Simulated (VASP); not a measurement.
# SnO2 (R-3m) in VASP: single point with r2SCAN

Aim: the single point of SnO2 with r2SCAN.

All numbers are computed with VASP 6.6.1; they aren't measurements. Logs are shortened: lines on timing, memory, paths and dates and some standing lists are left out, and cuts for length are marked.

### 1 The cell of the first run

Symmetry: R-3m, No. 166, trigonal system. The conventional cell has a = 3.583 Å, b = 3.583 Å, c = 8.425 Å, α = 90.00°, β = 90.00°, γ = 120.00°. Within 2.8 Å of Sn (site symmetry -3m) lie 8 O at 2.12 to 2.18 Å. Within 2.8 Å of O (site symmetry 3m) lie 4 Sn at 2.12 to 2.18 Å and 6 O at 2.49 to 2.51 Å.

### 2 Single point, r2SCAN (strain along [111] -4.0%)

POSCAR

```
SnO2
1.0
   -0.0675591192      2.4659078511      2.4659078511
    2.4659078511     -0.0675591192      2.4659078511
    2.4659078511      2.4659078511     -0.0675591192
Sn O
1 2
Direct
    0.0000000000      0.0000000000      0.0000000000
    0.2514345919      0.2514345919      0.2514345919
    0.7485654081      0.7485654081      0.7485654081
```

INCAR.step1

```
SYSTEM = SnO2
  PREC = Accurate
  ENCUT = 1480
  ISMEAR = 0
  SIGMA = 0.01
  LREAL = .False.
  LASPH = .True.
  NELM = 120
  NBANDS = 20
  GGA = PE
  ALGO = Normal
  EDIFF = 1E-5
  LWAVE = .True.
  LCHARG = .False.
  GGA_COMPAT = .False.
```

INCAR.step2

```
SYSTEM = SnO2
  PREC = Accurate
  ENCUT = 1480
  EDIFF = 1E-6
  ISMEAR = 0
  SIGMA = 0.01
  LREAL = .False.
  LASPH = .True.
  NELM = 120
  ALGO = Normal
  ISIF = 2
  LWAVE = .False.
  LCHARG = .False.
  METAGGA = R2SCAN
  LMIXTAU = .True.
  NBANDS = 20
  ISTART = 1
  GGA_COMPAT = .False.
```

KPOINTS

```
regular mesh
0
Gamma
  8 8 8
  0 0 0
```

Potentials or basis: VASP PAW PBE potentials, release 64 (Sn_d, O_h).

The run is started by

```console
> cat potpaw_PBE.64/Sn_d/POTCAR potpaw_PBE.64/O_h/POTCAR > POTCAR
> cp INCAR.step1 INCAR
> mpirun -np 1 vasp_std > vasp.out
> cp INCAR.step2 INCAR
> mpirun -np 1 vasp_std > vasp.out
```

OUTCAR:

```text
SYSTEM = SnO2
   PREC = Accurate
   ENCUT = 1480
   EDIFF = 1E-6
   ISMEAR = 0
   LREAL = .False.
   LASPH = .True.
   NELM = 120
   ISIF = 2
   METAGGA = R2SCAN
   ISTART = 1

 ion  position               nearest neighbor table
   1  0.000  0.000  0.000-   2 2.12   3 2.12   3 2.18   3 2.18   3 2.18   2 2.18   2 2.18   2 2.18

   2  0.251  0.251  0.251-   1 2.12   1 2.18   1 2.18   1 2.18
   3  0.749  0.749  0.749-   1 2.12   1 2.18   1 2.18   1 2.18

  LATTYP: Found a trigonal (rhomboedric) cell.
 ALAT       =     3.4879746695
 COS(alpha) =     0.4724254361

  Lattice vectors:

 A1 = (  -0.0675591192,   2.4659078511,   2.4659078511)
 A2 = (   2.4659078511,  -0.0675591192,   2.4659078511)
 A3 = (   2.4659078511,   2.4659078511,  -0.0675591192)

Analysis of symmetry for initial positions (statically):
=====================================================================
 Subroutine PRICEL returns:
 Original cell was already a primitive cell.

 Routine SETGRP: Setting up the symmetry group for a
 trigonal (rhombohedral) supercell.

 Subroutine GETGRP returns: Found 12 space group operations
 (whereof 12 operations were pure point group operations)
 out of a pool of 12 trial point group operations.

The static configuration has the point symmetry D_3d.

Analysis of symmetry for dynamics (positions and initial velocities):
=====================================================================
 Subroutine PRICEL returns:
 Original cell was already a primitive cell.

 Routine SETGRP: Setting up the symmetry group for a
 trigonal (rhombohedral) supercell.

 Subroutine GETGRP returns: Found 12 space group operations
 (whereof 12 operations were pure point group operations)
 out of a pool of 12 trial point group operations.

The dynamic configuration has the point symmetry D_3d.

 Subroutine INISYM returns: Found 12 space group operations
 (whereof 12 operations are pure point group operations),
 and found     1 'primitive' translations

----------------------------------------------------------------------------------------

                                     Primitive cell

  volume of cell :      31.2210

  direct lattice vectors                    reciprocal lattice vectors
[... 76 lines left out ...]
   ions per type =               1   2
   NGX,Y,Z   is equivalent  to a cutoff of  22.88, 22.88, 22.88 a.u.
   NGXF,Y,Z  is equivalent  to a cutoff of  45.76, 45.76, 45.76 a.u.
 SYSTEM =  SnO2
   PREC   = accura    normal or accurate (medium, high low for compatibility)
   ISTART =      1    job   : 0-new  1-cont  2-samecut
   ICHARG =      0    charge: 1-file 2-atom 10-const
   ISPIN  =      1    spin polarized calculation?
   LNONCOLLINEAR =      F non collinear calculations
   LSORBIT =      F    spin-orbit coupling
   LASPH  =      T    aspherical Exc in radial PAW
   ENCUT  = 1480.0 eV 108.78 Ry   10.43 a.u.  10.94 10.94 10.94*2*pi/ulx,y,z
   NELM   =    120;   NELMIN=  2; NELMDL=  0     # of ELM steps
   EDIFF  = 0.1E-05   stopping-criterion for ELM
   LREAL  =      F    real-space projection
[... 7 lines left out ...]
   TEBEG  =    0.0;   TEEND  =   0.0 temperature during run
   PSTRESS=    0.0 pullay stress
   NELECT =      26.0000    total number of electrons
   NUPDOWN=      -1.0000    fix difference up-down
   EMIN   =  10.00;   EMAX   =-10.00  energy-range for DOS
   EFERMI =   0.00;   METHOD = LEGACY
   ISMEAR =     0;   SIGMA  =   0.01  broadening in eV -4-tet -1-fermi 0-gaus
   EFERMI_NEDOS =   21; number of points for ismear=-14 and -15
   IALGO  =     38    algorithm
   IMIX   =      4    mixing-type and parameters
     AMIX     =   0.40;   BMIX     =  1.00
     AMIX_MAG =   1.60;   BMIX_MAG =  1.00
  volume/ion in A,a.u.               =      10.41        70.23
  Fermi-wavevector in a.u.,A,eV,Ry     =   1.540223  2.910600 32.276926  2.372287
  Thomas-Fermi vector in A             =   2.646340
   LORBIT       =      0    0 simple, 1 ext, 2 COOP (PROOUT), +10 PAW based schemes
   METAGGA = R2SCAN    functional components
   LHFCALC =     F    Hartree Fock is set to
   AEXX    =    0.0000 exact exchange contribution
   IVDW    =     0    specifies the selected vdW correction
   LEPSILON=     F    determine dielectric tensor
   LRPA    =     F    only Hartree local field effects (RPA)
 non-spin polarized calculation
 Gauss-broadening in eV      SIGMA  =   0.01
  energy-cutoff  :     1480.00
  volume of cell :       31.22
 maximum number of plane-waves:      4057
 NGX is ok and might be reduce to    48
   NGX = 21   NGY = 21   NGZ = 21

 number of electron      26.0000001 magnetization

 Free energy of the ion-electron system (eV)
  ---------------------------------------------------
  ext. energy  EPLUGINS =         0.00000000
  ---------------------------------------------------
  free energy    TOTEN  =       -41.45141377 eV

  energy without entropy =      -41.45141377  energy(sigma->0) =      -41.45141377

 E-fermi :   8.8935     XC(G=0): -13.0169

 val. band max:        8.7920143883   @ k =  -0.2500   0.5000   0.2500
 cond. band min:      10.1208312376   @ k =   0.0000   0.0000   0.0000
 fundamental gap:      1.3288168493
 Fermi energy:         8.8934518773

 k-point     1 :       0.0000    0.0000    0.0000
  band No.  band energies     occupation
      1     -12.4399      2.00000
      2     -12.3348      2.00000
      3     -12.3348      2.00000
      4     -12.1772      2.00000
      5     -12.1077      2.00000
      6     -12.1077      2.00000
[... 541 lines left out ...]
     19      25.1721      0.00000
     20      28.3917      0.00000

 [... further k-points ...]

------------------------ aborting loop because EDIFF is reached ----------------------------------------

  FORCE on cell =-STRESS in cart. coord.  units (eV):
  Direction    XX          YY          ZZ          XY          YZ          ZX
  --------------------------------------------------------------------------------------
  -------------------------------------------------------------------------------------
  Total        2.3113261      2.3113261      2.3113261      0.1875736      0.1875736      0.1875736
  in kB      118.6109632    118.6109632    118.6109632      9.6257688      9.6257688      9.6257688
  external PRESSURE =     118.6109632 kB  Pullay stress =       0.0000000 kB

 VOLUME and BASIS-vectors are now :
 -----------------------------------------------------------------------------
  energy-cutoff  :     1480.00
  volume of cell :       31.22
      direct lattice vectors                 reciprocal lattice vectors
    -0.067559119  2.465907851  2.465907851    -0.194616927  0.200099094  0.200099094
     2.465907851 -0.067559119  2.465907851     0.200099094 -0.194616927  0.200099094
     2.465907851  2.465907851 -0.067559119     0.200099094  0.200099094 -0.194616927

 POSITION                                       TOTAL-FORCE (eV/Angst)
 -----------------------------------------------------------------------------------
      0.00000      0.00000      0.00000        -0.000000      0.000000      0.000000
      1.22304      1.22304      1.22304         0.009215      0.009215      0.009215
      3.64121      3.64121      3.64121        -0.009215     -0.009215     -0.009215
 -----------------------------------------------------------------------------------
    total drift:                               -0.000000     -0.000000     -0.000000

  FREE ENERGIE OF THE ION-ELECTRON SYSTEM (eV)
  ---------------------------------------------------
  free  energy   TOTEN  =       -41.4514137729 eV

  energy  without entropy=      -41.4514137729  energy(sigma->0) =      -41.45141377
```

OUTCAR.step1:

```text
SYSTEM = SnO2
   PREC = Accurate
   ENCUT = 1480
   ISMEAR = 0
   LREAL = .False.
   LASPH = .True.
   NELM = 120
[... 778 lines left out ...]
      0.00000      0.00000      0.00000         0.000000      0.000000      0.000000
      1.22304      1.22304      1.22304         0.034910      0.034910      0.034910
      3.64121      3.64121      3.64121        -0.034910     -0.034910     -0.034910
 -----------------------------------------------------------------------------------
    total drift:                               -0.000000     -0.000000     -0.000000

  FREE ENERGIE OF THE ION-ELECTRON SYSTEM (eV)
  ---------------------------------------------------
  free  energy   TOTEN  =       -17.7552233655 eV

  energy  without entropy=      -17.7552233655  energy(sigma->0) =      -17.75522337
```

Run time: 14 min. Hardware: 1 thread of AMD EPYC 7R13 (Zen 3), shared host; peak memory 0.46 GiB.

Results:

```
Free energy            : -41.4514 eV
Pressure               : 11.9 GPa
Largest force          : 0.016 eV/Å
Band gap on the k mesh : 1.33 eV (least direct gap 2.76 eV)
```

Forces in eV/Å, atoms in the order of the input:
```
Sn   0.000  0.000  0.000
O    0.009  0.009  0.009
O   -0.009 -0.009 -0.009
```

Levels at points of the mesh, in eV from the valence-band top:
```csv
k point,band 10,band 11,band 12,band 13,band 14,band 15,band 16,band 17
"(0.00, 0.00, 0.00)",-3.00,-1.67,-1.43,-1.43,1.33,7.79,7.79,8.68
"(0.50, 0.00, 0.00)",-3.62,-3.59,-2.27,-2.26,5.96,8.75,11.50,12.15
"(0.50, 0.50, 0.00)",-5.82,-0.25,-0.18,-0.17,4.11,8.48,10.73,13.70
"(0.50, 0.50, 0.50)",-3.74,-3.74,-2.40,-2.40,6.05,9.01,11.83,11.83
```

Caveat: the cell differs from its parent crystal (strain along [111] -4.0%); the cell stands under pressure; the structure was generated, so it needn't be the stable form of SnO2; the PAW data sets were made with another functional, which shifts forces and pressure a little; spin-orbit coupling is left out, which moves the levels of the heavy elements.
